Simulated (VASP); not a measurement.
Wanted: the native input for a VASP 6.6.1 run.

```
Task                               : single point
Functional                         : B3LYP
Potentials or basis                : VASP PAW PBE potentials, release 64 (Ni)
Cutoff                             : 520 eV
k mesh                             : 7 × 7 × 7
Occupations                        : fermi-dirac, width 0.05 eV
Spin                               : collinear spin, ferromagnetic start
Starting moments                   : [1.0] μB
Dipole correction                  : no
Grid for exact exchange (PRECFOCK) : Normal
Further INCAR settings             : ALGO = Normal; EDIFF = 1e-06; NBANDS = 15
Share of exact exchange            : 0.2
```

Crystal: Ni.

```
Ni
1.0
    -1.38372    1.38372    1.38372
     1.38372   -1.38372    1.38372
     1.38372    1.38372   -1.38372
Ni
1
Direct
  0.00000 0.00000 0.00000
```

This isn't the form of Ni at room conditions, which is fcc.

These files were run (other wordings do the same):

POSCAR

```
Ni
1.0
   -1.3837154700      1.3837154700      1.3837154700
    1.3837154700     -1.3837154700      1.3837154700
    1.3837154700      1.3837154700     -1.3837154700
Ni
1
Direct
    0.0000000000      0.0000000000      0.0000000000
```

INCAR.step1

```
PREC = Accurate ; ENCUT = 520
EDIFF = 1E-5 ; ISMEAR = -1
SIGMA = 0.05 ; LREAL = F
LASPH = T ; NELM = 150
ALGO = Normal ; ISIF = 2
LWAVE = T ; LCHARG = F
ISPIN = 2 ; MAGMOM = 1
LORBIT = 11 ; LMAXMIX = 4
NBANDS = 15 ; GGA = PE
```

INCAR.step2

```
PREC = Accurate ; ENCUT = 520
EDIFF = 1E-6 ; ISMEAR = -1
SIGMA = 0.05 ; LREAL = F
LASPH = T ; NELM = 150
ALGO = Normal ; ISIF = 2
LWAVE = F ; LCHARG = F
ISPIN = 2 ; MAGMOM = 1
LORBIT = 11 ; LMAXMIX = 4
GGA = B3 ; LHFCALC = T
AEXX = 0.2 ; AGGAX = 0.72
AGGAC = 0.81 ; ALDAC = 0.19
PRECFOCK = Normal ; NBANDS = 15
ISTART = 1
```

KPOINTS

```
regular mesh
0
Gamma
  7 7 7
```

Potentials or basis: VASP PAW PBE potentials, release 64 (Ni).

The run is started by

```console
$ cat potpaw_PBE.64/Ni/POTCAR > POTCAR
$ cp INCAR.step1 INCAR
$ mpirun -np 1 vasp_std > vasp.out
$ cp INCAR.step2 INCAR
$ mpirun -np 1 vasp_std > vasp.out
```

Results of the run:

```
Pressure                                              : 10.1 GPa
Net moment                                            : 0.53 μB per cell
Site moments                                          : Ni +0.54 μB
Valence electrons inside the program's atomic spheres : Ni 9.45
```

Caveat: the k points lie up to 0.46 Å⁻¹ apart; the PAW data sets were made with another functional, which shifts forces and pressure a little.

Wall time 33 min on 1 thread of Intel Xeon 8259CL, with other jobs on the host, peak memory 0.14 GiB.
